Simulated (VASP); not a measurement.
# Be (P4/mmm) in VASP: notebook, part 2 of 3

VASP 6.6.1. Earlier steps stand in the parts before.

### Step 4. Relaxation of cell and atoms, PBE

Input file INCAR:

```
SYSTEM = Be
PREC     = Accurate       ! precision mode
ENCUT    = 600            ! plane-wave cutoff, eV
EDIFF    = 1E-6           ! SCF threshold, eV
ISMEAR   = 0              ! smearing method
SIGMA    = 0.1            ! smearing width, eV
LREAL    = .FALSE.        ! projectors in reciprocal space
LASPH    = .TRUE.         ! aspherical terms in the spheres
NELM     = 100            ! most SCF steps
ALGO     = Normal         ! electronic algorithm
ISIF     = 3              ! what is computed and relaxed
LWAVE    = .FALSE.        ! write WAVECAR
LCHARG   = .FALSE.        ! write CHGCAR
GGA      = PE             ! functional
IBRION   = 2              ! ionic algorithm
NSW      = 90             ! ionic steps
EDIFFG   = -0.04          ! ionic threshold
```

Input file KPOINTS:

```
regular mesh
0
G
  8 8 8
  0 0 0
```

Input file POSCAR:

```
Be
1.0
    1.9732490200      0.0000000000      0.0000000000
    0.0000000000      1.9732490200      0.0000000000
    0.0000000000      0.0000000000      2.4226873100
Be
1
Direct
    0.5000000000      0.5000000000      0.5000000000
```

Potentials or basis: VASP PAW PBE potentials, release 64 (Be).

Started as:

```console
cat potpaw_PBE.64/Be/POTCAR > POTCAR
mpirun -np 1 vasp_std > vasp.out
```

OUTCAR:

```text
SYSTEM = Be
   PREC = Accurate
   ENCUT = 600
   EDIFF = 1E-6
   ISMEAR = 0
   LREAL = .FALSE.
   LASPH = .TRUE.
   NELM = 100
   ISIF = 3
   GGA = PE
   IBRION = 2
   NSW = 90
   EDIFFG = -0.04

 ion  position               nearest neighbor table
   1  0.500  0.500  0.500-

  LATTYP: Found a simple tetragonal cell.
 ALAT       =     1.9732490200
 C/A-ratio  =     1.2277656218

  Lattice vectors:

 A1 = (   1.9732490200,   0.0000000000,   0.0000000000)
 A2 = (   0.0000000000,   1.9732490200,   0.0000000000)
 A3 = (   0.0000000000,   0.0000000000,   2.4226873100)

Analysis of symmetry for initial positions (statically):
=====================================================================
 Subroutine PRICEL returns:
 Original cell was already a primitive cell.

 Routine SETGRP: Setting up the symmetry group for a
 simple tetragonal supercell.

 Subroutine GETGRP returns: Found 16 space group operations
 (whereof 16 operations were pure point group operations)
 out of a pool of 16 trial point group operations.

The static configuration has the point symmetry D_4h.

Analysis of symmetry for dynamics (positions and initial velocities):
=====================================================================
 Subroutine PRICEL returns:
 Original cell was already a primitive cell.

 Routine SETGRP: Setting up the symmetry group for a
 simple tetragonal supercell.

 Subroutine GETGRP returns: Found 16 space group operations
 (whereof 16 operations were pure point group operations)
 out of a pool of 16 trial point group operations.

The dynamic configuration has the point symmetry D_4h.

 Subroutine INISYM returns: Found 16 space group operations
 (whereof 16 operations are pure point group operations),
 and found     1 'primitive' translations

[... 118 lines left out ...]
   LHFCALC =     F    Hartree Fock is set to
   AEXX    =    0.0000 exact exchange contribution
   IVDW    =     0    specifies the selected vdW correction
   LEPSILON=     F    determine dielectric tensor
   LRPA    =     F    only Hartree local field effects (RPA)
 conjugate gradient relaxation of ions
 non-spin polarized calculation
 Gauss-broadening in eV      SIGMA  =   0.10
  energy-cutoff  :      600.00
  volume of cell :        9.43
 maximum number of plane-waves:       340
 NGX is ok and might be reduce to    16
   NGX =  7   NGY =  7   NGZ =  9

--------------------------------------- Ionic step        1  -------------------------------------------

 number of electron       2.0000000 magnetization

 Free energy of the ion-electron system (eV)
  ---------------------------------------------------
  ext. energy  EPLUGINS =         0.00000000
  ---------------------------------------------------
  free energy    TOTEN  =        -2.78065587 eV

  energy without entropy =       -2.77809168  energy(sigma->0) =       -2.77937377

------------------------ aborting loop because EDIFF is reached ----------------------------------------

  FORCE on cell =-STRESS in cart. coord.  units (eV):
  Direction    XX          YY          ZZ          XY          YZ          ZX
  --------------------------------------------------------------------------------------
  -------------------------------------------------------------------------------------
  Total        0.4658757      0.4658757      0.7484071      0.0000000     -0.0000000      0.0000000
  in kB       79.1260444     79.1260444    127.1122254      0.0000000     -0.0000000      0.0000000
  external PRESSURE =      95.1214381 kB  Pullay stress =       0.0000000 kB
[... 162 lines left out ...]
--------------------------------------- Ionic step        6  -------------------------------------------

 number of electron       2.0000000 magnetization

 Free energy of the ion-electron system (eV)
  ---------------------------------------------------
  ext. energy  EPLUGINS =         0.00000000
  ---------------------------------------------------
  free energy    TOTEN  =        -2.83177780 eV

  energy without entropy =       -2.83054431  energy(sigma->0) =       -2.83116105

 E-fermi :   3.9341     XC(G=0):  -9.4383

 val. band max:        3.8715108589   @ k =   0.2500   0.1250   0.3750
 cond. band min:       4.1097718280   @ k =   0.3750   0.0000   0.5000
 fundamental gap:      0.2382609691
 Fermi energy:         3.9341181737

 k-point     1 :       0.0000    0.0000    0.0000
  band No.  band energies     occupation
      1      -4.9932      2.00000
      2       9.6894      0.00000
      3      16.0958      0.00000
      4      21.7840      0.00000
      5      21.7840      0.00000
[... 177 lines left out ...]
 k-point    24 :       0.5000    0.1250    0.1250
  band No.  band energies     occupation
      1       1.0889      2.00000
      2       4.9987      0.00000
      3      14.6872      0.00000
      4      18.8167      0.00000
      5      22.9524      0.00000

 [... further k-points ...]

------------------------ aborting loop because EDIFF is reached ----------------------------------------

  FORCE on cell =-STRESS in cart. coord.  units (eV):
  Direction    XX          YY          ZZ          XY          YZ          ZX
  --------------------------------------------------------------------------------------
  -------------------------------------------------------------------------------------
  Total       -0.0005593     -0.0005593     -0.0127597      0.0000000      0.0000000      0.0000000
  in kB       -0.0817814     -0.0817814     -1.8657823      0.0000000      0.0000000      0.0000000
  external PRESSURE =      -0.6764484 kB  Pullay stress =       0.0000000 kB
[... 16 lines left out ...]
  FREE ENERGIE OF THE ION-ELECTRON SYSTEM (eV)
  ---------------------------------------------------
  free  energy   TOTEN  =        -2.8317777962 eV

  energy  without entropy=       -2.8305443103  energy(sigma->0) =       -2.83116105

 reached required accuracy - stopping structural energy minimisation
```

CONTCAR:

```text
Be
   1.00000000000000
     2.0200787118522960    0.0000000000000000    0.0000000000000000
     0.0000000000000000    2.0200787118522960    0.0000000000000000
    -0.0000000000000000   -0.0000000000000000    2.6850665627383870
  Be
     1
Direct
     0.5000000000000000    0.5000000000000000    0.5000000000000000

  0.00000000E+00  0.00000000E+00  0.00000000E+00
```

Run time: 16 s. Hardware: 1 thread of Intel Xeon 8259CL, shared host; peak memory 0.12 GiB.

Results:

| Item | Value |
| --- | --- |
| Free energy | -2.8318 eV |
| Relaxed volume | 10.96 Å³/atom |
| Relaxed cell | a = 2.020 Å, b = 2.020 Å, c = 2.685 Å, α = 90.00°, β = 90.00°, γ = 90.00° |
| Space group after relaxing (to 0.1 Å) | P4/mmm (No. 123) |
| Energy gained by relaxing | 51.1 meV/atom |
| Ionic steps | 6 |
| Pressure after relaxing | -0.1 GPa |
| Band gap on the k mesh | zero (bands 1 and 2 overlap by 9.23 eV) |

Stress tensor (GPa, compression positive):
```
-0.01  0.00  0.00
 0.00 -0.01  0.00
 0.00  0.00 -0.19
```

Step by step:
```tsv
step	energy change (eV)	largest force (eV/Å)	pressure (GPa)	volume (Å³)
1	0.0000	0.0000	9.51	9.43
2	-0.0334	0.0000	2.77	10.22
3	-0.0391	0.0000	-1.61	10.85
4	-0.0393	0.0000	-1.03	10.75
5	-0.0494	0.0000	-0.61	10.88
6	-0.0511	0.0000	-0.07	10.96
```

Final structure:
```yaml
crystal:
  lattice:
    - [2.02008, 0.00000, 0.00000]
    - [0.00000, 2.02008, 0.00000]
    - [0.00000, 0.00000, 2.68507]
  atoms:
    - { symbol: Be, position: [0.50000, 0.50000, 0.50000] }
```

Levels at points of the mesh, in eV from the Fermi level:
```
           k point  band 1  band 2  band 3  band 4
(0.00, 0.00, 0.00)   -8.93    5.76   12.16   17.85
(0.50, 0.00, 0.00)   -3.62    0.61   11.53   18.51
(0.50, 0.50, 0.00)    2.79    2.79    8.95   11.25
(0.00, 0.00, 0.50)   -4.69   -4.66   19.05   19.05
(0.50, 0.00, 0.50)   -1.37    2.56    5.68    6.69
(0.50, 0.50, 0.50)    4.57    4.57    9.09   12.16
```

Caveat: the k points lie up to 0.39 Å⁻¹ apart in the final cell, too coarse for converged energies and pressures of a metal; the volume moved by over 15 % at a fixed basis, so the end points are rough.

[end of part 2 of 3]

The gap in the log of VASP goes by the Fermi energy; the results here count the filled bands.